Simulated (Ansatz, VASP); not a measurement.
## One calculation of GaP, two programs

```
Ga P
1.0
     0.00000    2.69573    2.69573
     2.69573    0.00000    2.69573
     2.69573    2.69573    0.00000
Ga P
1 1
Direct
  0.00000 0.00000 0.00000
  0.25000 0.25000 0.25000
```

Alike in both runs: functional LDA; k mesh 10 × 10 × 10; occupations gaussian, width 0.02 eV; no spin polarisation.

Ansatz relaxed the structure, and its values are those at the end. VASP's run is a single point on that final structure, the one shown.

|  | VASP | Ansatz |
| --- | --- | --- |
| version | VASP 6.6.1 | Ansatz 0.2.0 |
| potentials or method | VASP PAW LDA potentials, release 64 (Ga_d, P), cutoff 500 eV | scalar-relativistic, plane waves, PAW |
| valence electrons in the cell | 18 | 18 |

Ansatz gave:

| Property | Result |
| --- | --- |
| gap on the k mesh at the Fermi level (eV) | 1.40 |
| least direct gap on the mesh (eV) | 1.88 |
| pressure (GPa) | 0.0 |

Task: Which values does VASP return?

Result: gap on the k mesh at the Fermi level (eV): 1.40; least direct gap on the mesh (eV): 1.91; pressure (GPa): 0.1.

Ansatz warns that its potentials were made for another functional, while VASP's fit it. LDA's correlation is that of Perdew and Zunger in VASP and of Perdew and Wang (1992) in Ansatz.
